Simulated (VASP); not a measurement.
Here is a VASP 6.6.1 calculation.

File INCAR:

```
SYSTEM = S
PREC = Accurate
ENCUT = 500
EDIFF = 1E-7
ISMEAR = 0
SIGMA = 0.1
LREAL = .FALSE.
LASPH = .TRUE.
NELM = 120
ALGO = Normal
ISIF = 3
LWAVE = .FALSE.
LCHARG = .FALSE.
GGA = PE
IBRION = 2
NSW = 80
EDIFFG = -0.03
PSTRESS = 200.0
GGA_COMPAT = .FALSE.
NELMIN = 4
```

KPOINTS

```
Automatic mesh
0
G
  18 18 18
  0 0 0
```

The input POSCAR:

```
S
1.0
    0.0000000000      2.1000000000      2.1000000000
    2.1000000000      0.0000000000      2.1000000000
    2.1000000000      2.1000000000      0.0000000000
S
1
Direct
    0.0000000000      0.0000000000      0.0000000000
```

Potentials or basis: VASP PAW PBE potentials, release 64 (S).

The run is started by

```sh
$ cat potpaw_PBE.64/S/POTCAR > POTCAR
$ mpirun -np 1 vasp_std > vasp.out
```

Problem. Estimate the space group after relaxing (to 0.1 Å).

Solution. Fm-3m (No. 225).

Problem. Estimate the relaxed cell.

Solution. a = 2.658 Å, b = 2.658 Å, c = 2.658 Å, α = 60.00°, β = 60.00°, γ = 60.00°.

Final structure:
```yaml
crystal:
  lattice:
    - [0.00000, 1.87938, 1.87938]
    - [1.87938, 0.00000, 1.87938]
    - [1.87938, 1.87938, 0.00000]
  atoms:
    - { symbol: S, position: [0.00000, 0.00000, 0.00000] }
```
